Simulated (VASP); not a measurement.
A run of VASP 6.6.1:

Contents of INCAR:

```
SYSTEM = AlAs
PREC = Accurate
ENCUT = 500
EDIFF = 1E-7
ISMEAR = 0
SIGMA = 0.01
LREAL = .FALSE.
LASPH = .TRUE.
NELM = 120
ALGO = Normal
ISIF = 3
LWAVE = .FALSE.
LCHARG = .FALSE.
GGA = PE
IBRION = 2
NSW = 80
EDIFFG = -0.001
PSTRESS = 400.0
GGA_COMPAT = .FALSE.
NELMIN = 4
```

The input KPOINTS:

```
Automatic mesh
0
G
  8 8 8
  0 0 0
```

File POSCAR:

```
AlAs
1.0
    0.0000000000      2.8641712234      2.8641712234
    2.8641712234      0.0000000000      2.8641712234
    2.8641712234      2.8641712234      0.0000000000
Al As
1 1
Direct
    0.0000000000      0.0000000000      0.0000000000
    0.7500000000      0.7500000000      0.7500000000
```

Potentials or basis: VASP PAW PBE potentials, release 64 (Al, As).

The run is started by

```bash
$ cat potpaw_PBE.64/Al/POTCAR potpaw_PBE.64/As/POTCAR > POTCAR
$ mpirun -np 1 vasp_std > vasp.out
```

Hardware: 1 thread of AMD EPYC 7R13, with other jobs on the host.

Question: Estimate the wall time of this run.

Answer: Wall time 2.8 min on 1 thread of AMD EPYC 7R13, on a shared host, peak memory 0.18 GiB. Counts: scf iterations 104, k points 29, ion steps 17.
